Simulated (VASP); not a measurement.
Ga: single point with r2SCAN

Crystal: Ga.

```xyz
1
Lattice="-1.4227 1.4227 2.3408 1.4227 -1.4227 2.3408 1.4227 1.4227 -2.3408" Properties=species:S:1:pos:R:3 pbc="T T T"
Ga    0.0000    0.0000    0.0000
```

```
Program                : VASP 6.6.1
Task                   : single point
Functional             : r2SCAN
Potentials or basis    : VASP PAW PBE potentials, release 64 (Ga_d)
Cutoff                 : 520 eV
k mesh                 : 20 × 20 × 20
Occupations            : gaussian, width 0.1 eV
Spin                   : no spin polarisation
Dipole correction      : no
Further INCAR settings : ALGO = Normal; EDIFF = 1e-07; NBANDS = 12
```

```yaml
Pressure: -2.8 GPa
Band_gap_on_the_k_mesh: zero (an odd number of electrons rules out a gap without spin polarisation)
```

Levels at points of the mesh, in eV from the Fermi level:
| k point | band 4 | band 5 | band 6 | band 7 | band 8 | band 9 |
| --- | --- | --- | --- | --- | --- | --- |
| (0.00, 0.00, 0.00) | -15.40 | -15.25 | -11.61 | 12.74 | 12.93 | 12.93 |
| (0.50, 0.00, 0.00) | -15.24 | -15.20 | -5.08 | -4.16 | 8.16 | 12.27 |
| (0.50, 0.50, 0.00) | -15.24 | -15.12 | -2.10 | -1.14 | 3.82 | 5.20 |
| (0.50, 0.50, 0.50) | -15.21 | -15.20 | -4.43 | -3.83 | 7.04 | 7.04 |

Run time: 8.7 min on 1 thread of Intel Xeon 8259CL (shared host), peak memory 0.26 GiB.

Caveat: the PAW data sets were made with another functional, which shifts forces and pressure a little.
